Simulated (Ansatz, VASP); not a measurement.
# Sb in VASP and in Ansatz

INCAR

```
ALGO = Normal ; EDIFF = 1E-7
ENCUT = 520 ; GGA = PE
ISIF = 2 ; ISMEAR = 0
LASPH = T ; LCHARG = F
LREAL = F ; LWAVE = F
NBANDS = 8 ; NELM = 60
PREC = Accurate ; SIGMA = 0.1
```

The input KPOINTS:

```
k-points
0
Gamma
  14 14 14
```

POSCAR

```
Sb
1.0
    3.0141990386      0.0000000000      0.0000000000
    0.0000000000      3.0141990386      0.0000000000
    0.0000000000      0.0000000000      3.0141990386
Sb
1
Direct
    0.0000000000      0.0000000000      0.0000000000
```

Input for Ansatz:

```yaml
crystal:
  lattice:
    - [3.0141990386, 0.0, 0.0]
    - [0.0, 3.0141990386, 0.0]
    - [0.0, 0.0, 3.0141990386]
  atoms:
    - { symbol: Sb, position: [0.0, 0.0, 0.0] }
basis:
  ecutwfc: 420
kpoints:
  mp_grid: { grid: [14, 14, 14] }
hamiltonian:
  xc: pbe
scf:
  occupations: { method: gaussian, width: 0.1 }
output:
  forces: true
  stress: true
  eigenvalues: true
```

Alike in both runs: task single point; functional PBE; k mesh 14 × 14 × 14; occupations gaussian, width 0.1 eV; no spin polarisation.

|  | VASP | Ansatz |
| --- | --- | --- |
| version | VASP 6.6.1 | Ansatz 0.2.0 |
| potentials or method | VASP PAW PBE potentials, release 64 (Sb), cutoff 520 eV | scalar-relativistic, plane waves, PAW |
| valence electrons in the cell | 5 | 15 |

Ansatz gave:

| Quantity | Value |
| --- | --- |
| gap on the k mesh at the Fermi level (eV) | none |
| pressure (GPa) | 6.2 |

**Question.** What did VASP give for the same quantities?

**Answer.** gap on the k mesh at the Fermi level (eV): none; pressure (GPa): 6.3.

A gap of «none» marks a metal or a gap that the smearing closes. With one functional, cell and mesh, what is left measures potentials, basis and numerics. VASP's potentials hold 5 valence electrons a cell and Ansatz's 15, so a difference there can come from the potentials and not from the codes.

Neither program's run includes spin-orbit coupling.
